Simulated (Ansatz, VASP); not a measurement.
## HfN in VASP and in Ansatz

INCAR

```
SYSTEM = HfN
PREC = Accurate
ENCUT = 520
EDIFF = 1E-6
ISMEAR = 0
SIGMA = 0.15
LREAL = .FALSE.
LASPH = .TRUE.
NELM = 80
ALGO = Normal
ISIF = 2
LWAVE = .FALSE.
LCHARG = .TRUE.
GGA = PE
LELF = .TRUE.
LVHAR = .TRUE.
NBANDS = 14
```

File KPOINTS:

```
Automatic mesh
0
G
  16 16 16
  0 0 0
```

The input POSCAR:

```
HfN
1.0
    0.0000000000      2.2738140414      2.2738140414
    2.2738140414      0.0000000000      2.2738140414
    2.2738140414      2.2738140414      0.0000000000
Hf N
1 1
Direct
    0.0000000000      0.0000000000      0.0000000000
    0.5000000000      0.5000000000      0.5000000000
```

Input for Ansatz:

```yaml
crystal:
  lattice:
    - [0.0, 2.2738140414, 2.2738140414]
    - [2.2738140414, 0.0, 2.2738140414]
    - [2.2738140414, 2.2738140414, 0.0]
  atoms:
    - { symbol: Hf, position: [0.0, 0.0, 0.0] }
    - { symbol: "N", position: [0.5, 0.5, 0.5] }
basis:
  ecutwfc: 520.0
kpoints:
  mp_grid: { grid: [16, 16, 16] }
hamiltonian:
  xc: pbe
  pseudopotentials: { kind: paw, azcp: { folder: soft_1 } }
scf:
  occupations: { method: gaussian, width: 0.15 }
output:
  forces: true
  stress: true
  eigenvalues: true
```

Alike in both runs: task single point; functional PBE; k mesh 16 × 16 × 16; occupations gaussian, width 0.15 eV; no spin polarisation.

```csv
,VASP,Ansatz
version,VASP 6.6.1,Ansatz 0.2.0
potentials or method,"VASP PAW PBE potentials, release 64 (Hf_pv, N), cutoff 520 eV","scalar-relativistic, plane waves, PAW"
valence electrons in the cell,15,31
```

```csv
,VASP,Ansatz,Ansatz less VASP
gap on the k mesh at the Fermi level (eV),none,none,-
pressure (GPa),-2.3,0.0,+2.32
```

A gap of «none» marks a metal or a gap that the smearing closes. VASP's potentials hold 15 valence electrons a cell and Ansatz's 31, so a difference there can come from the potentials and not from the codes.

Neither program's run includes spin-orbit coupling.
